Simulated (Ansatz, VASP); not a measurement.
# Two plane-wave programs on F

```
F
1.0
     2.60088   -1.49171   -0.00629
     2.60088    1.49171   -0.00629
    -2.07944    0.00000    6.39371
F
4
Direct
  0.51163 0.51163 0.39912
  0.09546 0.09546 0.10008
  0.48837 0.48837 0.60088
  0.90454 0.90454 0.89992
```

Change from the starting cell: uniaxial_z strain -5.7%.

Alike in both runs: task single point; functional r2SCAN; k mesh 10 × 10 × 4; no spin polarisation.

|  | VASP | Ansatz |
| --- | --- | --- |
| version | VASP 6.6.1 | Ansatz 0.2.0 |
| potentials or method | VASP PAW PBE potentials, release 64 (F) | plane waves, PAW |
| plane-wave cutoff (eV) | 520 | 500 |
| occupations | gaussian, width 0.01 eV | fixed |
| valence electrons in the cell | 28 | 28 |

```tsv
	VASP	Ansatz	Ansatz less VASP
gap on the k mesh at the Fermi level (eV)	3.42	3.51	+0.090
pressure (GPa)	2.9	1.9	-0.95
traceless stress, the component that is largest in VASP (GPa)	3.68	1.04	-2.641
rms of the force components (eV/Å)	0.316	0.021	-0.2952
```

VASP's potentials were made for PBE, not for r2SCAN. Atom by atom the forces differ by 0.337 eV/Å (rms over components).
